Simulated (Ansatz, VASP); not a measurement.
## BN in VASP and in Ansatz

```
B N
1.0
     0.00000    3.49532    2.16609
     1.25163    0.00000    2.16609
     1.25163    3.49532    0.00000
B N
1 1
Direct
  0.00005 0.00005 0.99995
  0.66665 0.66665 0.33335
```

Alike in both runs: task single point; functional PBE; k mesh 16 × 16 × 16; occupations gaussian, width 0.02 eV; no spin polarisation.

|  | VASP | Ansatz |
| --- | --- | --- |
| version | VASP 6.6.1 | Ansatz 0.2.0 |
| potentials or method | VASP PAW PBE potentials, release 64 (B, N), cutoff 520 eV | scalar-relativistic, plane waves, PAW |
| valence electrons in the cell | 8 | 8 |

|  | VASP | Ansatz | Ansatz less VASP |
| --- | --- | --- | --- |
| gap on the k mesh at the Fermi level (eV) | 3.82 | 3.83 | +0.008 |
| least direct gap on the mesh (eV) | 4.61 | 4.61 | +0.003 |
| pressure (GPa) | 3.3 | 3.2 | -0.06 |
| traceless stress, the component that is largest in VASP (GPa) | -1.69 | -1.49 | +0.205 |
| rms of the force components (eV/Å) | 0.006 | 0.006 | 0.0000 |

Atom by atom the forces differ by 0.000 eV/Å (rms over components).
